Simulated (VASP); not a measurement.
# In2S (P-4m2) in VASP: notebook

In2S is run at these levels: PBE; tasks: single point, relaxation of cell and atoms.

All numbers are computed with VASP 6.6.1; they aren't measurements. Logs are shortened: lines on timing, memory, paths and dates and some standing lists are left out, and cuts for length are marked.

## 1. The cell of the first run

Symmetry: P-4m2, No. 115, tetragonal system. Conventional cell: a = 4.109 Å, b = 4.109 Å, c = 4.155 Å, α = 90.00°, β = 90.00°, γ = 90.00°. Within 3.1 Å of In (site symmetry 2mm) lie 2 S at 2.32 Å. S (site symmetry -4m2) has 4 In at 2.32 Å within 3.1 Å.

## 2. Single point, PBE

Input file INCAR:

```
SYSTEM = In2S
  PREC = Accurate
  ENCUT = 520
  EDIFF = 1E-7
  ISMEAR = 0
  SIGMA = 0.1
  LREAL = .FALSE.
  LASPH = .TRUE.
  NELM = 60
  ALGO = Normal
  ISIF = 2
  LWAVE = .FALSE.
  LCHARG = .FALSE.
  GGA = PE
  NBANDS = 23
```

Input file KPOINTS:

```
regular mesh
0
G
  4 4 4
  0 0 0
```

Input file POSCAR:

```
In2S
1.0
    4.1086179100      0.0000000000      0.0000000000
    0.0000000000      4.1086179100      0.0000000000
    0.0000000000      0.0000000000      4.1545184700
In S
2 1
Direct
    0.5000000000      0.0000000000      0.7413226400
    0.0000000000      0.5000000000      0.2586773600
    0.0000000000      0.0000000000      0.0000000000
```

Potentials or basis: VASP PAW PBE potentials, release 64 (In_d, S).

On the command line:

```console
$ cat potpaw_PBE.64/In_d/POTCAR potpaw_PBE.64/S/POTCAR > POTCAR
$ mpirun -np 1 vasp_std > vasp.out
```

OUTCAR:

```text
SYSTEM = In2S
   PREC = Accurate
   ENCUT = 520
   EDIFF = 1E-7
   ISMEAR = 0
   LREAL = .FALSE.
   LASPH = .TRUE.
   NELM = 60
   ISIF = 2
   GGA = PE

 ion  position               nearest neighbor table
   1  0.500  0.000  0.741-   3 2.32   3 2.32   2 3.53   2 3.53   2 3.53   2 3.53   2 3.61   2 3.61
                             2 3.61   2 3.61
   2  0.000  0.500  0.259-   3 2.32   3 2.32   1 3.53   1 3.53   1 3.53   1 3.53   1 3.61   1 3.61
                             1 3.61   1 3.61
   3  0.000  0.000  0.000-   1 2.32   2 2.32   2 2.32   1 2.32

  LATTYP: Found a simple tetragonal cell.
 ALAT       =     4.1086179100
 C/A-ratio  =     1.0111717763

  Lattice vectors:

 A1 = (   4.1086179100,   0.0000000000,   0.0000000000)
 A2 = (   0.0000000000,   4.1086179100,   0.0000000000)
 A3 = (   0.0000000000,   0.0000000000,   4.1545184700)

Analysis of symmetry for initial positions (statically):
=====================================================================
 Subroutine PRICEL returns:
 Original cell was already a primitive cell.

 Routine SETGRP: Setting up the symmetry group for a
 simple tetragonal supercell.

 Subroutine GETGRP returns: Found  8 space group operations
 (whereof  8 operations were pure point group operations)
 out of a pool of 16 trial point group operations.

The static configuration has the point symmetry D_2d.

Analysis of symmetry for dynamics (positions and initial velocities):
=====================================================================
 Subroutine PRICEL returns:
 Original cell was already a primitive cell.

 Routine SETGRP: Setting up the symmetry group for a
 simple tetragonal supercell.

 Subroutine GETGRP returns: Found  8 space group operations
 (whereof  8 operations were pure point group operations)
 out of a pool of 16 trial point group operations.

The dynamic configuration has the point symmetry D_2d.

 Subroutine INISYM returns: Found  8 space group operations
 (whereof  8 operations are pure point group operations),
 and found     1 'primitive' translations

----------------------------------------------------------------------------------------

                                     Primitive cell

  volume of cell :      70.1314

  direct lattice vectors                    reciprocal lattice vectors
     4.108617910  0.000000000  0.000000000     0.243390849  0.000000000  0.000000000
     0.000000000  4.108617910  0.000000000     0.000000000  0.243390849  0.000000000
     0.000000000  0.000000000  4.154518470     0.000000000  0.000000000  0.240701782
[... 79 lines left out ...]
   EDIFF  = 0.1E-06   stopping-criterion for ELM
   LREAL  =      F    real-space projection
   EDIFFG = 0.1E-05   stopping-criterion for IOM
   NSW    =      0    number of steps for IOM
   IBRION =     -1    ionic relax: 0-MD 1-quasi-New 2-CG
   NFREE  =      0    steps in history (QN), initial steepest desc. (CG)
   ISIF   =      2    stress and relaxation
   ISYM   =      2    0-nonsym 1-usesym 2-fastsym
   POTIM  = 0.5000    time-step for ionic-motion
   TEBEG  =    0.0;   TEEND  =   0.0 temperature during run
   PSTRESS=    0.0 pullay stress
   NELECT =      32.0000    total number of electrons
   NUPDOWN=      -1.0000    fix difference up-down
   EMIN   =  10.00;   EMAX   =-10.00  energy-range for DOS
   EFERMI =   0.00;   METHOD = LEGACY
   ISMEAR =     0;   SIGMA  =   0.10  broadening in eV -4-tet -1-fermi 0-gaus
   EFERMI_NEDOS =   21; number of points for ismear=-14 and -15
   IALGO  =     38    algorithm
   IMIX   =      4    mixing-type and parameters
     AMIX     =   0.40;   BMIX     =  1.00
     AMIX_MAG =   1.60;   BMIX_MAG =  1.00
  volume/ion in A,a.u.               =      23.38       157.76
  Fermi-wavevector in a.u.,A,eV,Ry     =   1.260339  2.381696 21.612239  1.588455
  Thomas-Fermi vector in A             =   2.393854
   LORBIT       =      0    0 simple, 1 ext, 2 COOP (PROOUT), +10 PAW based schemes
   GGA     = PE    functional components
   LHFCALC =     F    Hartree Fock is set to
   AEXX    =    0.0000 exact exchange contribution
   IVDW    =     0    specifies the selected vdW correction
   LEPSILON=     F    determine dielectric tensor
   LRPA    =     F    only Hartree local field effects (RPA)
 non-spin polarized calculation
 Gauss-broadening in eV      SIGMA  =   0.10
  energy-cutoff  :      520.00
  volume of cell :       70.13
 maximum number of plane-waves:      1912
 NGX is ok and might be reduce to    32
   NGX = 15   NGY = 15   NGZ = 15

 number of electron      31.9999989 magnetization

 Free energy of the ion-electron system (eV)
  ---------------------------------------------------
  ext. energy  EPLUGINS =         0.00000000
  ---------------------------------------------------
  free energy    TOTEN  =        -7.23691816 eV

  energy without entropy =       -7.23192008  energy(sigma->0) =       -7.23441912

 E-fermi :   7.4463     XC(G=0): -10.0694

 val. band max:        7.3461838548   @ k =   0.0000   0.0000   0.2500
 cond. band min:       7.4653281436   @ k =   0.5000   0.5000   0.5000
 fundamental gap:      0.1191442887
 Fermi energy:         7.4463420712

 k-point     1 :       0.0000    0.0000    0.0000
  band No.  band energies     occupation
      1      -9.3673      2.00000
      2      -7.6461      2.00000
      3      -7.6461      2.00000
      4      -7.6342      2.00000
      5      -7.4316      2.00000
      6      -7.3550      2.00000
[... 457 lines left out ...]
     22      17.1171      0.00000
     23      17.4000      0.00000

------------------------ aborting loop because EDIFF is reached ----------------------------------------

  FORCE on cell =-STRESS in cart. coord.  units (eV):
  Direction    XX          YY          ZZ          XY          YZ          ZX
  --------------------------------------------------------------------------------------
  -------------------------------------------------------------------------------------
  Total       11.1035712     11.1035712      7.7356097      0.0000000      0.0000000      0.0000000
  in kB      253.6652996    253.6652996    176.7229391      0.0000000      0.0000000      0.0000000
  external PRESSURE =     228.0178461 kB  Pullay stress =       0.0000000 kB

 VOLUME and BASIS-vectors are now :
 -----------------------------------------------------------------------------
  energy-cutoff  :      520.00
  volume of cell :       70.13
      direct lattice vectors                 reciprocal lattice vectors
     4.108617910  0.000000000  0.000000000     0.243390849  0.000000000  0.000000000
     0.000000000  4.108617910  0.000000000     0.000000000  0.243390849  0.000000000
     0.000000000  0.000000000  4.154518470     0.000000000  0.000000000  0.240701782

 POSITION                                       TOTAL-FORCE (eV/Angst)
 -----------------------------------------------------------------------------------
      2.05431      0.00000      3.07984         0.000000     -0.000000     -3.812855
      0.00000      2.05431      1.07468        -0.000000      0.000000      3.812855
      0.00000      0.00000      0.00000        -0.000000      0.000000      0.000000
 -----------------------------------------------------------------------------------
    total drift:                                0.000000      0.000000      0.000000

  FREE ENERGIE OF THE ION-ELECTRON SYSTEM (eV)
  ---------------------------------------------------
  free  energy   TOTEN  =        -7.2369181620 eV

  energy  without entropy=       -7.2319200772  energy(sigma->0) =       -7.23441912
```

OSZICAR:

```text
N       E                     dE             d eps       ncg     rms          rms(c)
DAV:   1     0.273203374553E+03    0.27320E+03   -0.15205E+04   828   0.181E+03
DAV:   2     0.179874515956E+02   -0.25522E+03   -0.24538E+03   842   0.409E+02
DAV:   3    -0.658873589501E+01   -0.24576E+02   -0.23697E+02  1024   0.136E+02
DAV:   4    -0.761687369823E+01   -0.10281E+01   -0.10252E+01   968   0.290E+01
DAV:   5    -0.767162193535E+01   -0.54748E-01   -0.54730E-01  1303   0.603E+00    0.170E+01
DAV:   6    -0.726322711520E+01    0.40839E+00   -0.57630E-01  1249   0.122E+01    0.869E+00
DAV:   7    -0.724157142311E+01    0.21656E-01   -0.32578E-01  1265   0.485E+00    0.293E+00
DAV:   8    -0.723709226051E+01    0.44792E-02   -0.35074E-02  1305   0.216E+00    0.818E-01
DAV:   9    -0.723695414317E+01    0.13812E-03   -0.35406E-03  1158   0.511E-01    0.269E-01
DAV:  10    -0.723692832730E+01    0.25816E-04   -0.50622E-04  1219   0.239E-01    0.120E-01
DAV:  11    -0.723692768883E+01    0.63847E-06   -0.16314E-04  1414   0.135E-01    0.556E-02
DAV:  12    -0.723691679323E+01    0.10896E-04   -0.44570E-05  1284   0.815E-02    0.155E-02
DAV:  13    -0.723691767620E+01   -0.88297E-06   -0.63470E-06  1052   0.134E-02    0.824E-03
DAV:  14    -0.723691805669E+01   -0.38049E-06   -0.58877E-07  1025   0.572E-03    0.637E-03
DAV:  15    -0.723691816017E+01   -0.10348E-06   -0.10483E-07   734   0.363E-03    0.393E-03
DAV:  16    -0.723691816203E+01   -0.18608E-08   -0.38551E-08   652   0.187E-03
   1 F= -.72369182E+01 E0= -.72344191E+01  d E =-.499808E-02
```

stdout:

```text
POSCAR found type information on POSCAR InS
 POSCAR found :  2 types and       3 ions
 scaLAPACK will be used
 LDA part: xc-table for (Slater+PW92), standard interpolation
 POSCAR, INCAR and KPOINTS ok, starting setup
 FFT: planning ... GRIDC
 FFT: planning ... GRID_SOFT
 FFT: planning ... GRID
 WAVECAR not read
 entering main loop
```

Run time: 12 s. Hardware: 1 thread of Intel Xeon 6975P-C (Granite Rapids), shared host; peak memory 0.17 GiB.

What came out:

- Free energy: -7.2369 eV
- Pressure: 22.8 GPa
- Largest force: 3.813 eV/Å
- Band gap on the k mesh: zero (band 16 reaches 8.10 eV, above the bottom of band 17 at 6.72 eV)

Forces on the atoms (eV/Å):
```
In   0.000  0.000 -3.813
In   0.000  0.000  3.813
S    0.000  0.000  0.000
```

Levels at points of the mesh, in eV from the Fermi level:
| k point | band 12 | band 13 | band 14 | band 15 | band 16 | band 17 | band 18 | band 19 | band 20 | band 21 |
| --- | --- | --- | --- | --- | --- | --- | --- | --- | --- | --- |
| (0.00, 0.00, 0.00) | -5.31 | -5.31 | -5.00 | -4.73 | -0.30 | 0.69 | 4.42 | 4.42 | 6.13 | 6.13 |
| (0.50, 0.00, 0.00) | -8.62 | -4.81 | -4.81 | -2.19 | -0.63 | 1.76 | 2.20 | 2.39 | 4.53 | 6.80 |
| (0.50, 0.50, 0.00) | -7.77 | -7.77 | -4.54 | -2.88 | 0.65 | 0.65 | 2.41 | 5.22 | 5.22 | 5.55 |
| (0.00, 0.00, 0.50) | -7.74 | -4.80 | -4.80 | -1.76 | -0.17 | 0.66 | 2.17 | 2.17 | 2.94 | 7.57 |
| (0.50, 0.00, 0.50) | -7.83 | -6.75 | -4.53 | -3.50 | 0.08 | 1.45 | 2.52 | 3.21 | 4.25 | 6.63 |
| (0.50, 0.50, 0.50) | -7.34 | -7.34 | -6.04 | -1.76 | -1.76 | -0.72 | 0.02 | 6.13 | 6.13 | 6.39 |

Caveat: the k points lie up to 0.38 Å⁻¹ apart; spin-orbit coupling is left out, which moves the levels of the heavy elements; forces of over 1 eV/Å act on the atoms, so gaps and moduli don't describe the material at rest.

(Continued in part 2 of 2.)
